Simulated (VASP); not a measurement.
# MgO (Fm-3m) in VASP: a series of runs

The runs below take MgO through single point, with PBEsol.

Program: VASP 6.6.1. These are calculated values, not measurements. Logs are shortened: lines on timing, memory, paths and dates and some standing lists are left out, and cuts for length are marked.

**1. The cell of the first run**

The structure is cubic, space group Fm-3m (No. 225). Conventional cell: a = 4.020 Å, b = 4.020 Å, c = 4.020 Å, α = 90.00°, β = 90.00°, γ = 90.00°. Mg (site symmetry m-3m) has 6 O at 2.01 Å within 2.7 Å. Within 2.7 Å of O (site symmetry m-3m) lie 6 Mg at 2.01 Å.

**2. Single point, PBEsol**

INCAR reads:

```
PREC = Accurate ; ENCUT = 520
EDIFF = 1E-7 ; ISMEAR = -1
SIGMA = 0.05 ; LREAL = False
LASPH = True ; NELM = 100
ALGO = Normal ; ISIF = 2
LWAVE = False ; LCHARG = False
GGA = PS ; NBANDS = 11
```

KPOINTS reads:

```
regular mesh
0
Gamma
  11 11 11
```

POSCAR reads:

```
MgO
1.0
    0.0000000000      2.0097537053      2.0097537053
    2.0097537053      0.0000000000      2.0097537053
    2.0097537053      2.0097537053      0.0000000000
Mg O
1 1
Direct
    0.0000000000      0.0000000000      0.0000000000
    0.5000000000      0.5000000000      0.5000000000
```

Potentials or basis: VASP PAW PBE potentials, release 64 (Mg, O).

The run is started by

```
> cat potpaw_PBE.64/Mg/POTCAR potpaw_PBE.64/O/POTCAR > POTCAR
> mpirun -np 1 vasp_std > vasp.out
```

OUTCAR:

```text
PREC = Accurate
   ENCUT = 520
   EDIFF = 1E-7
   ISMEAR = -1
   LREAL = False
   LASPH = True
   NELM = 100
   ISIF = 2
   GGA = PS

 ion  position               nearest neighbor table
   1  0.000  0.000  0.000-   2 2.01   2 2.01   2 2.01   2 2.01   2 2.01   2 2.01
   2  0.500  0.500  0.500-   1 2.01   1 2.01   1 2.01   1 2.01   1 2.01   1 2.01

  LATTYP: Found a face centered cubic cell.
 ALAT       =     4.0195074106

  Lattice vectors:

 A1 = (   0.0000000000,   2.0097537053,   2.0097537053)
 A2 = (   2.0097537053,   0.0000000000,   2.0097537053)
 A3 = (   2.0097537053,   2.0097537053,   0.0000000000)

Analysis of symmetry for initial positions (statically):
=====================================================================
 Subroutine PRICEL returns:
 Original cell was already a primitive cell.

 Routine SETGRP: Setting up the symmetry group for a
 face centered cubic supercell.

 Subroutine GETGRP returns: Found 48 space group operations
 (whereof 48 operations were pure point group operations)
 out of a pool of 48 trial point group operations.

The static configuration has the point symmetry O_h .

Analysis of symmetry for dynamics (positions and initial velocities):
=====================================================================
 Subroutine PRICEL returns:
 Original cell was already a primitive cell.

 Routine SETGRP: Setting up the symmetry group for a
 face centered cubic supercell.

 Subroutine GETGRP returns: Found 48 space group operations
 (whereof 48 operations were pure point group operations)
 out of a pool of 48 trial point group operations.

The dynamic configuration has the point symmetry O_h .

 Subroutine INISYM returns: Found 48 space group operations
 (whereof 48 operations are pure point group operations),
 and found     1 'primitive' translations

----------------------------------------------------------------------------------------

                                     Primitive cell

  volume of cell :      16.2352

  direct lattice vectors                    reciprocal lattice vectors
     0.000000000  2.009753705  2.009753705    -0.248786704  0.248786704  0.248786704
     2.009753705  0.000000000  2.009753705     0.248786704 -0.248786704  0.248786704
     2.009753705  2.009753705  0.000000000     0.248786704  0.248786704 -0.248786704
[... 88 lines left out ...]
   IBRION =     -1    ionic relax: 0-MD 1-quasi-New 2-CG
   NFREE  =      0    steps in history (QN), initial steepest desc. (CG)
   ISIF   =      2    stress and relaxation
   ISYM   =      2    0-nonsym 1-usesym 2-fastsym
   POTIM  = 0.5000    time-step for ionic-motion
   TEBEG  =    0.0;   TEEND  =   0.0 temperature during run
   PSTRESS=    0.0 pullay stress
   NELECT =       8.0000    total number of electrons
   NUPDOWN=      -1.0000    fix difference up-down
   EMIN   =  10.00;   EMAX   =-10.00  energy-range for DOS
   EFERMI =   0.00;   METHOD = LEGACY
   ISMEAR =    -1;   SIGMA  =   0.05  broadening in eV -4-tet -1-fermi 0-gaus
   EFERMI_NEDOS =   21; number of points for ismear=-14 and -15
   IALGO  =     38    algorithm
   IMIX   =      4    mixing-type and parameters
     AMIX     =   0.40;   BMIX     =  1.00
     AMIX_MAG =   1.60;   BMIX_MAG =  1.00
  volume/ion in A,a.u.               =       8.12        54.78
  Fermi-wavevector in a.u.,A,eV,Ry     =   1.293060  2.443529 22.748996  1.672004
  Thomas-Fermi vector in A             =   2.424729
   LORBIT       =      0    0 simple, 1 ext, 2 COOP (PROOUT), +10 PAW based schemes
   GGA     = PS    functional components
   LHFCALC =     F    Hartree Fock is set to
   AEXX    =    0.0000 exact exchange contribution
   IVDW    =     0    specifies the selected vdW correction
   LEPSILON=     F    determine dielectric tensor
   LRPA    =     F    only Hartree local field effects (RPA)
 non-spin polarized calculation
  energy-cutoff  :      520.00
  volume of cell :       16.24
 maximum number of plane-waves:       448
 NGX is ok and might be reduce to    24
   NGX = 11   NGY = 11   NGZ = 11

 number of electron       8.0000000 magnetization

 Free energy of the ion-electron system (eV)
  ---------------------------------------------------
  ext. energy  EPLUGINS =         0.00000000
  ---------------------------------------------------
  free energy    TOTEN  =       -12.30962075 eV

  energy without entropy =      -12.30962075  energy(sigma->0) =      -12.30962075

 E-fermi :   5.3141     XC(G=0): -12.0085

 val. band max:        4.2069698263   @ k =   0.0000   0.0000   0.0000
 cond. band min:      10.3243700414   @ k =   0.0000   0.0000   0.0000
 fundamental gap:      6.1174002151
 Fermi energy:         5.3140839497

 k-point     1 :       0.0000    0.0000    0.0000
  band No.  band energies     occupation
      1     -13.7911      2.00000
      2       4.2070      2.00000
      3       4.2070      2.00000
      4       4.2070      2.00000
      5      10.3244      0.00000
      6      20.6074      0.00000
      7      20.6074      0.00000
      8      20.6074      0.00000
      9      24.8371      0.00000
     10      26.8962      0.00000
     11      26.8962      0.00000
[... 309 lines left out ...]
 k-point    24 :      -0.1818    0.1818    0.0000
  band No.  band energies     occupation
      1     -12.7712      2.00000
      2       0.9977      2.00000
      3       2.8675      2.00000
      4       3.7091      2.00000
      5      13.6023      0.00000
      6      16.8006      0.00000
      7      21.1289      0.00000
      8      23.0428      0.00000
      9      23.8042      0.00000
     10      26.9541      0.00000
     11      31.1280      0.00000

 [... further k-points ...]

------------------------ aborting loop because EDIFF is reached ----------------------------------------

  FORCE on cell =-STRESS in cart. coord.  units (eV):
  Direction    XX          YY          ZZ          XY          YZ          ZX
  --------------------------------------------------------------------------------------
  -------------------------------------------------------------------------------------
  Total        3.0224951      3.0224951      3.0224951      0.0000000     -0.0000000     -0.0000000
  in kB      298.2755700    298.2755700    298.2755700      0.0000000     -0.0000000     -0.0000000
  external PRESSURE =     298.2755700 kB  Pullay stress =       0.0000000 kB

 VOLUME and BASIS-vectors are now :
 -----------------------------------------------------------------------------
  energy-cutoff  :      520.00
  volume of cell :       16.24
      direct lattice vectors                 reciprocal lattice vectors
     0.000000000  2.009753705  2.009753705    -0.248786704  0.248786704  0.248786704
     2.009753705  0.000000000  2.009753705     0.248786704 -0.248786704  0.248786704
     2.009753705  2.009753705  0.000000000     0.248786704  0.248786704 -0.248786704

 POSITION                                       TOTAL-FORCE (eV/Angst)
 -----------------------------------------------------------------------------------
      0.00000      0.00000      0.00000        -0.000000      0.000000      0.000000
      2.00975      2.00975      2.00975         0.000000     -0.000000     -0.000000
 -----------------------------------------------------------------------------------
    total drift:                               -0.000000     -0.000000      0.000000

  FREE ENERGIE OF THE ION-ELECTRON SYSTEM (eV)
  ---------------------------------------------------
  free  energy   TOTEN  =       -12.3096207454 eV

  energy  without entropy=      -12.3096207454  energy(sigma->0) =      -12.30962075
```

stdout:

```text
POSCAR found type information on POSCAR MgO
 POSCAR found :  2 types and       2 ions
 scaLAPACK will be used
 -----------------------------------------------------------------------------
|                                                                             |
|                                                                             |
|     You enforced a specific xc type in the INCAR file but a different       |
|     I HOPE YOU KNOW WHAT YOU ARE DOING!                                     |
|                                                                             |
 -----------------------------------------------------------------------------

 LDA part: xc-table for (Slater+PW92), standard interpolation
 POSCAR, INCAR and KPOINTS ok, starting setup
 FFT: planning ... GRIDC
 FFT: planning ... GRID_SOFT
 FFT: planning ... GRID
 WAVECAR not read
 entering main loop
```

Run time: 17 s. Hardware: 1 thread of Intel Xeon 8259CL, shared host; peak memory 0.14 GiB.

Results:

```
Free energy            : -12.3096 eV
Pressure               : 29.8 GPa
Band gap on the k mesh : 6.12 eV, direct
```

Caveat: the PAW data sets were made with another functional, which shifts forces and pressure a little.

**3. Single point, PBEsol**

This run uses another cell than the first one, of 8.84 Å³/atom, 1.090 times its volume.

INCAR reads:

```
SYSTEM = MgO
  PREC = Accurate
  ENCUT = 520
  EDIFF = 1E-6
  ISMEAR = -1
  SIGMA = 0.05
  LREAL = .FALSE.
  LASPH = .TRUE.
  NELM = 100
  ALGO = Normal
  ISIF = 2
  LWAVE = .FALSE.
  LCHARG = .TRUE.
  GGA = PS
  LELF = .TRUE.
  LVHAR = .TRUE.
  NBANDS = 11
```

KPOINTS reads:

```
Automatic mesh
0
G
  11 11 11
  0 0 0
```

POSCAR reads:

```
MgO
1.0
    0.0000000000      2.0680677700      2.0680677700
    2.0680677700      0.0000000000      2.0680677700
    2.0680677700      2.0680677700      0.0000000000
Mg O
1 1
Direct
    0.0000000000      0.0000000000      0.0000000000
    0.5000000000      0.5000000000      0.5000000000
```

Potentials or basis: VASP PAW PBE potentials, release 64 (Mg, O).

The run is started by

```
> cat potpaw_PBE.64/Mg/POTCAR potpaw_PBE.64/O/POTCAR > POTCAR
> mpirun -np 1 vasp_std > vasp.out
```

Wall time 18 s (1 thread of Intel Xeon 8259CL, shared host); peak memory 0.14 GiB.

It converged, with:

```yaml
Free_energy: -12.4839 eV
Pressure: 9.5 GPa
Band_gap_on_the_k_mesh: 5.18 eV, direct
```

Levels at points of the mesh, in eV from the valence-band top:
```
           k point  band 1  band 2  band 3  band 4  band 5  band 6  band 7  band 8
(0.00, 0.00, 0.00)  -17.50    0.00    0.00    0.00    5.18   15.93   15.93   15.93
```

Caveat: the PAW data sets were made with another functional, which shifts forces and pressure a little. Expect the measured gap to be larger: semilocal functionals such as PBEsol lack the derivative discontinuity.

**4. Single point, PBEsol**

This run uses another cell than the first one, of 8.44 Å³/atom, 1.040 times its volume.

INCAR reads:

```
SYSTEM = MgO
  ALGO = Normal
  EDIFF = 1E-6
  ENCUT = 520
  GGA = PS
  ISIF = 2
  ISMEAR = -1
  LASPH = .TRUE.
  LCHARG = .FALSE.
  LREAL = .FALSE.
  LWAVE = .FALSE.
  NBANDS = 11
  NELM = 100
  PREC = Accurate
  SIGMA = 0.05
```

KPOINTS reads:

```
k-points
0
G
  11 11 11
  0 0 0
```

POSCAR reads:

```
MgO
1.0
    0.0000000000      2.0363458303      2.0363458303
    2.0363458303      0.0000000000      2.0363458303
    2.0363458303      2.0363458303      0.0000000000
Mg O
1 1
Direct
    0.0000000000      0.0000000000      0.0000000000
    0.5000000000      0.5000000000      0.5000000000
```

Potentials or basis: VASP PAW PBE potentials, release 64 (Mg, O).

The run is started by

```
> cat potpaw_PBE.64/Mg/POTCAR potpaw_PBE.64/O/POTCAR > POTCAR
> mpirun -np 1 vasp_std > vasp.out
```

OUTCAR:

```text
SYSTEM = MgO
   EDIFF = 1E-6
   ENCUT = 520
   GGA = PS
   ISIF = 2
   ISMEAR = -1
   LASPH = .TRUE.
   LREAL = .FALSE.
   NELM = 100
   PREC = Accurate

 ion  position               nearest neighbor table
   1  0.000  0.000  0.000-   2 2.04   2 2.04   2 2.04   2 2.04   2 2.04   2 2.04
   2  0.500  0.500  0.500-   1 2.04   1 2.04   1 2.04   1 2.04   1 2.04   1 2.04

  LATTYP: Found a face centered cubic cell.
 ALAT       =     4.0726916606

  Lattice vectors:

 A1 = (   0.0000000000,   2.0363458303,   2.0363458303)
 A2 = (   2.0363458303,   0.0000000000,   2.0363458303)
 A3 = (   2.0363458303,   2.0363458303,   0.0000000000)

Analysis of symmetry for initial positions (statically):
=====================================================================
 Subroutine PRICEL returns:
 Original cell was already a primitive cell.

 Routine SETGRP: Setting up the symmetry group for a
 face centered cubic supercell.

 Subroutine GETGRP returns: Found 48 space group operations
 (whereof 48 operations were pure point group operations)
 out of a pool of 48 trial point group operations.

The static configuration has the point symmetry O_h .

Analysis of symmetry for dynamics (positions and initial velocities):
=====================================================================
 Subroutine PRICEL returns:
 Original cell was already a primitive cell.

 Routine SETGRP: Setting up the symmetry group for a
 face centered cubic supercell.

 Subroutine GETGRP returns: Found 48 space group operations
 (whereof 48 operations were pure point group operations)
 out of a pool of 48 trial point group operations.

The dynamic configuration has the point symmetry O_h .

 Subroutine INISYM returns: Found 48 space group operations
 (whereof 48 operations are pure point group operations),
 and found     1 'primitive' translations

[... 120 lines left out ...]
   LHFCALC =     F    Hartree Fock is set to
   AEXX    =    0.0000 exact exchange contribution
   IVDW    =     0    specifies the selected vdW correction
   LEPSILON=     F    determine dielectric tensor
   LRPA    =     F    only Hartree local field effects (RPA)
 non-spin polarized calculation
  energy-cutoff  :      520.00
  volume of cell :       16.89
 maximum number of plane-waves:       465
 NGX is ok and might be reduce to    24
   NGX = 11   NGY = 11   NGZ = 11

 number of electron       7.9999998 magnetization

 Free energy of the ion-electron system (eV)
  ---------------------------------------------------
  ext. energy  EPLUGINS =         0.00000000
  ---------------------------------------------------
  free energy    TOTEN  =       -12.41075173 eV

  energy without entropy =      -12.41075173  energy(sigma->0) =      -12.41075173

 E-fermi :   4.8278     XC(G=0): -11.8085

 val. band max:        3.8688953732   @ k =   0.0000   0.0000   0.0000
 cond. band min:       9.5430733887   @ k =   0.0000   0.0000   0.0000
 fundamental gap:      5.6741780155
 Fermi energy:         4.8278466478

 k-point     1 :       0.0000    0.0000    0.0000
  band No.  band energies     occupation
      1     -13.8936      2.00000
      2       3.8689      2.00000
      3       3.8689      2.00000
      4       3.8689      2.00000
      5       9.5431      0.00000
      6      20.0551      0.00000
      7      20.0551      0.00000
      8      20.0551      0.00000
      9      24.1728      0.00000
     10      26.1810      0.00000
     11      26.1810      0.00000
[... 309 lines left out ...]
 k-point    24 :      -0.1818    0.1818    0.0000
  band No.  band energies     occupation
      1     -12.9388      2.00000
      2       0.7510      2.00000
      3       2.5907      2.00000
      4       3.4077      2.00000
      5      12.8362      0.00000
      6      16.2623      0.00000
      7      20.3409      0.00000
      8      22.4269      0.00000
      9      22.9637      0.00000
     10      26.1476      0.00000
     11      30.0590      0.00000

 [... further k-points ...]

------------------------ aborting loop because EDIFF is reached ----------------------------------------

  FORCE on cell =-STRESS in cart. coord.  units (eV):
  Direction    XX          YY          ZZ          XY          YZ          ZX
  --------------------------------------------------------------------------------------
  -------------------------------------------------------------------------------------
  Total        2.0712852      2.0712852      2.0712852     -0.0000000      0.0000000      0.0000000
  in kB      196.5015015    196.5015015    196.5015015     -0.0000000      0.0000000      0.0000000
  external PRESSURE =     196.5015015 kB  Pullay stress =       0.0000000 kB

 VOLUME and BASIS-vectors are now :
 -----------------------------------------------------------------------------
  energy-cutoff  :      520.00
  volume of cell :       16.89
      direct lattice vectors                 reciprocal lattice vectors
     0.000000000  2.036345830  2.036345830    -0.245537861  0.245537861  0.245537861
     2.036345830  0.000000000  2.036345830     0.245537861 -0.245537861  0.245537861
     2.036345830  2.036345830  0.000000000     0.245537861  0.245537861 -0.245537861

 POSITION                                       TOTAL-FORCE (eV/Angst)
 -----------------------------------------------------------------------------------
      0.00000      0.00000      0.00000         0.000000      0.000000      0.000000
      2.03635      2.03635      2.03635        -0.000000     -0.000000     -0.000000
 -----------------------------------------------------------------------------------
    total drift:                               -0.000000     -0.000000      0.000000

  FREE ENERGIE OF THE ION-ELECTRON SYSTEM (eV)
  ---------------------------------------------------
  free  energy   TOTEN  =       -12.4107517302 eV

  energy  without entropy=      -12.4107517302  energy(sigma->0) =      -12.41075173
```

stdout:

```text
POSCAR found type information on POSCAR MgO
 POSCAR found :  2 types and       2 ions
 scaLAPACK will be used
 -----------------------------------------------------------------------------
|                                                                             |
|                                                                             |
|     You enforced a specific xc type in the INCAR file but a different       |
|     I HOPE YOU KNOW WHAT YOU ARE DOING!                                     |
|                                                                             |
 -----------------------------------------------------------------------------

 LDA part: xc-table for (Slater+PW92), standard interpolation
 POSCAR, INCAR and KPOINTS ok, starting setup
 FFT: planning ... GRIDC
 FFT: planning ... GRID_SOFT
 FFT: planning ... GRID
 WAVECAR not read
 entering main loop
```

Wall time 16 s (1 thread of Intel Xeon 8259CL, shared host); peak memory 0.14 GiB.

What came out:

```
Free energy            : -12.4108 eV
Pressure               : 19.7 GPa
Band gap on the k mesh : 5.67 eV, direct
```

Levels at points of the mesh, in eV from the valence-band top:
```csv
k point,band 1,band 2,band 3,band 4,band 5,band 6,band 7,band 8,band 9
"(0.00, 0.00, 0.00)",-17.76,0.00,0.00,0.00,5.67,16.19,16.19,16.19,20.30
```

Caveat: the PAW data sets were made with another functional, which shifts forces and pressure a little. Expect the measured gap to be larger: semilocal functionals such as PBEsol lack the derivative discontinuity.

**5. Summary**

```tsv
cell	gap on the mesh (eV)	pressure (GPa)
a = 2.842 Å, angles 60.0°, 2 atoms	6.12	29.8
a = 2.925 Å, angles 60.0°, 2 atoms	5.18	9.5
a = 2.880 Å, angles 60.0°, 2 atoms	5.67	19.7
```

Alike in all rows: task single point; level PBEsol; potentials or basis VASP PAW PBE potentials, release 64 (Mg, O); no spin polarisation; k mesh 11 × 11 × 11; cutoff (eV) 520; smearing fermi-dirac 0.05 eV.

Caveats: the PAW data sets were made with another functional, which shifts forces and pressure a little.

Absolute energies hang on the potentials; compare differences alone.
